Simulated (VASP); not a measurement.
# InP (F-43m) in VASP: notebook, part 2 of 2

VASP 6.6.1. The steps go on from the part before.

**3. Single point, r2SCAN**

Contents of POSCAR:

```
InP
1.0
    0.0000000000      2.7421375492      2.7421375492
    2.7421375492      0.0000000000      2.7421375492
    2.7421375492      2.7421375492      0.0000000000
In P
1 1
Direct
    0.0000000000      0.0000000000      0.0000000000
    0.2500000000      0.2500000000      0.2500000000
```

Contents of INCAR.step1:

```
ALGO = Normal
EDIFF = 1E-4
ENCUT = 520
GGA = PE
ISMEAR = 0
LASPH = True
LCHARG = False
LREAL = False
LWAVE = True
NBANDS = 16
NELM = 60
PREC = Accurate
SIGMA = 0.02
```

Contents of INCAR.step2:

```
ALGO = Normal
EDIFF = 1E-6
ENCUT = 520
ISIF = 2
ISMEAR = 0
ISTART = 1
LASPH = True
LCHARG = False
LMIXTAU = True
LREAL = False
LWAVE = False
METAGGA = R2SCAN
NBANDS = 16
NELM = 60
PREC = Accurate
SIGMA = 0.02
```

Contents of KPOINTS:

```
k-points
0
Gamma
  8 8 8
```

Potentials or basis: VASP PAW PBE potentials, release 64 (In_d, P).

The run is started by

```sh
cat potpaw_PBE.64/In_d/POTCAR potpaw_PBE.64/P/POTCAR > POTCAR
cp INCAR.step1 INCAR
mpirun -np 1 vasp_std > vasp.out
cp INCAR.step2 INCAR
mpirun -np 1 vasp_std > vasp.out
```

OUTCAR:

```text
EDIFF = 1E-6
   ENCUT = 520
   ISIF = 2
   ISMEAR = 0
   ISTART = 1
   LASPH = True
   LREAL = False
   METAGGA = R2SCAN
   NELM = 60
   PREC = Accurate

 ion  position               nearest neighbor table
   1  0.000  0.000  0.000-   2 2.37   2 2.37   2 2.37   2 2.37
   2  0.250  0.250  0.250-   1 2.37   1 2.37   1 2.37   1 2.37

  LATTYP: Found a face centered cubic cell.
 ALAT       =     5.4842750984

  Lattice vectors:

 A1 = (   0.0000000000,   2.7421375492,   2.7421375492)
 A2 = (   2.7421375492,   0.0000000000,   2.7421375492)
 A3 = (   2.7421375492,   2.7421375492,   0.0000000000)

Analysis of symmetry for initial positions (statically):
=====================================================================
 Subroutine PRICEL returns:
 Original cell was already a primitive cell.

 Routine SETGRP: Setting up the symmetry group for a
 face centered cubic supercell.

 Subroutine GETGRP returns: Found 24 space group operations
 (whereof 24 operations were pure point group operations)
 out of a pool of 48 trial point group operations.

The static configuration has the point symmetry T_d .
[... 159 lines left out ...]

  energy without entropy =      -31.64749086  energy(sigma->0) =      -31.64749086

 E-fermi :   7.6659     XC(G=0): -10.8601

 val. band max:        7.4991333913   @ k =   0.0000   0.0000   0.0000
 cond. band min:       9.1051150788   @ k =   0.5000   0.5000   0.0000
 fundamental gap:      1.6059816874
 Fermi energy:         7.6659364329

 k-point     1 :       0.0000    0.0000    0.0000
  band No.  band energies     occupation
      1      -7.7623      2.00000
      2      -7.7623      2.00000
      3      -7.7623      2.00000
      4      -7.4422      2.00000
      5      -7.4422      2.00000
      6      -6.1356      2.00000
[... 433 lines left out ...]
      3      -7.6207      2.00000
      4      -7.4584      2.00000
      5      -7.4164      2.00000
      6      -3.0651      2.00000
[... 8 lines left out ...]
     15      19.2478      0.00000
     16      20.3711      0.00000

 [... further k-points ...]

------------------------ aborting loop because EDIFF is reached ----------------------------------------

  FORCE on cell =-STRESS in cart. coord.  units (eV):
  Direction    XX          YY          ZZ          XY          YZ          ZX
  --------------------------------------------------------------------------------------
  -------------------------------------------------------------------------------------
  Total        6.3689371      6.3689371      6.3689371      0.0000000      0.0000000     -0.0000000
  in kB      247.4456606    247.4456606    247.4456606      0.0000000      0.0000000     -0.0000000
  external PRESSURE =     247.4456606 kB  Pullay stress =       0.0000000 kB

 VOLUME and BASIS-vectors are now :
 -----------------------------------------------------------------------------
  energy-cutoff  :      520.00
  volume of cell :       41.24
      direct lattice vectors                 reciprocal lattice vectors
     0.000000000  2.742137549  2.742137549    -0.182339504  0.182339504  0.182339504
     2.742137549  0.000000000  2.742137549     0.182339504 -0.182339504  0.182339504
     2.742137549  2.742137549  0.000000000     0.182339504  0.182339504 -0.182339504

 POSITION                                       TOTAL-FORCE (eV/Angst)
 -----------------------------------------------------------------------------------
      0.00000      0.00000      0.00000        -0.000000      0.000000      0.000000
      1.37107      1.37107      1.37107         0.000000     -0.000000     -0.000000
 -----------------------------------------------------------------------------------
    total drift:                               -0.000005     -0.000005     -0.000005

  FREE ENERGIE OF THE ION-ELECTRON SYSTEM (eV)
  ---------------------------------------------------
  free  energy   TOTEN  =       -31.6474908569 eV

  energy  without entropy=      -31.6474908569  energy(sigma->0) =      -31.64749086
```

OUTCAR.step1:

```text
EDIFF = 1E-4
   ENCUT = 520
   GGA = PE
   ISMEAR = 0
   LASPH = True
[... 677 lines left out ...]
 -----------------------------------------------------------------------------------
      0.00000      0.00000      0.00000         0.000000      0.000000      0.000000
      1.37107      1.37107      1.37107        -0.000000     -0.000000     -0.000000
 -----------------------------------------------------------------------------------
    total drift:                               -0.000000     -0.000000     -0.000000

  FREE ENERGIE OF THE ION-ELECTRON SYSTEM (eV)
  ---------------------------------------------------
  free  energy   TOTEN  =        -7.6489476620 eV

  energy  without entropy=       -7.6489476620  energy(sigma->0) =       -7.64894766
```

It took 37 s on 1 thread of Intel Xeon 6975P-C (Granite Rapids), shared host; peak memory 0.17 GiB.

What came out:

```
Free energy            : -31.6475 eV
Pressure               : 24.7 GPa
Band gap on the k mesh : 1.61 eV (least direct gap 2.28 eV)
```

Levels at points of the mesh, in eV from the valence-band top:
```
           k point  band 5  band 6  band 7  band 8  band 9  band 10  band 11  band 12  band 13  band 14
(0.00, 0.00, 0.00)  -14.94  -13.63    0.00    0.00    0.00     2.28     4.33     4.33     4.33    10.19
(0.50, 0.00, 0.00)  -14.91  -11.01   -7.18   -1.36   -1.36     2.35     5.08     5.08     7.84    11.27
(0.50, 0.50, 0.00)  -14.87  -10.10   -6.92   -3.22   -3.22     1.61     2.41    11.32    11.38    11.65
```

Caveat: the cell stands under pressure; the PAW data sets were made with another functional, which shifts forces and pressure a little; spin-orbit coupling is left out, which moves the levels of the heavy elements.
